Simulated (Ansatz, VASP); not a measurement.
**One calculation of Zn, two programs**

INCAR

```
SYSTEM = Zn
ALGO     = Normal         ! electronic algorithm
EDIFF    = 1E-6           ! SCF threshold, eV
ENCUT    = 500            ! plane-wave cutoff, eV
GGA      = PE             ! functional
GGA_COMPAT= .False.      
ISIF     = 2              ! what is computed and relaxed
ISMEAR   = 0              ! smearing method
IVDW     = 12             ! dispersion correction
LASPH    = .True.         ! aspherical terms in the spheres
LCHARG   = .False.        ! write CHGCAR
LREAL    = .False.        ! projectors in reciprocal space
LWAVE    = .False.        ! write WAVECAR
NBANDS   = 12             ! bands
NELM     = 120            ! most SCF steps
PREC     = Accurate       ! precision mode
SIGMA    = 0.1            ! smearing width, eV
```

File KPOINTS:

```
k-points
0
Gamma
  8 8 8
  0 0 0
```

The input POSCAR:

```
Zn
1.0
    0.0000000000      1.9647760000      1.9647760000
    1.9647760000      0.0000000000      1.9647760000
    1.9647760000      1.9647760000      0.0000000000
Zn
1
Direct
    0.0000000000      0.0000000000      0.0000000000
```

Input for Ansatz:

```yaml
crystal:
  lattice:
    - [0.0, 1.964776, 1.964776]
    - [1.964776, 0.0, 1.964776]
    - [1.964776, 1.964776, 0.0]
  atoms:
    - { symbol: Zn, position: [0.0, 0.0, 0.0] }
basis:
  ecutwfc: 420
kpoints:
  mp_grid: { grid: [8, 8, 8] }
hamiltonian:
  xc: pbe
  dispersion: d3bj
scf:
  occupations: { method: gaussian, width: 0.1 }
output:
  forces: true
  stress: true
  eigenvalues: true
```

Alike in both runs: task single point; functional PBE; dispersion D3(BJ); k mesh 8 × 8 × 8; occupations gaussian, width 0.1 eV; no spin polarisation.

```csv
,VASP,Ansatz
version,VASP 6.6.1,Ansatz 0.2.0
potentials or method,"VASP PAW PBE potentials, release 64 (Zn), cutoff 500 eV","scalar-relativistic, plane waves, PAW"
valence electrons in the cell,12,12
```

Ansatz gave:

```
gap on the k mesh at the Fermi level (eV) : none
pressure (GPa)                            : -4.2
```

Question: Which values does VASP return?

Answer: gap on the k mesh at the Fermi level (eV): none; pressure (GPa): -3.8.

A gap of «none» marks a metal or a gap that the smearing closes.
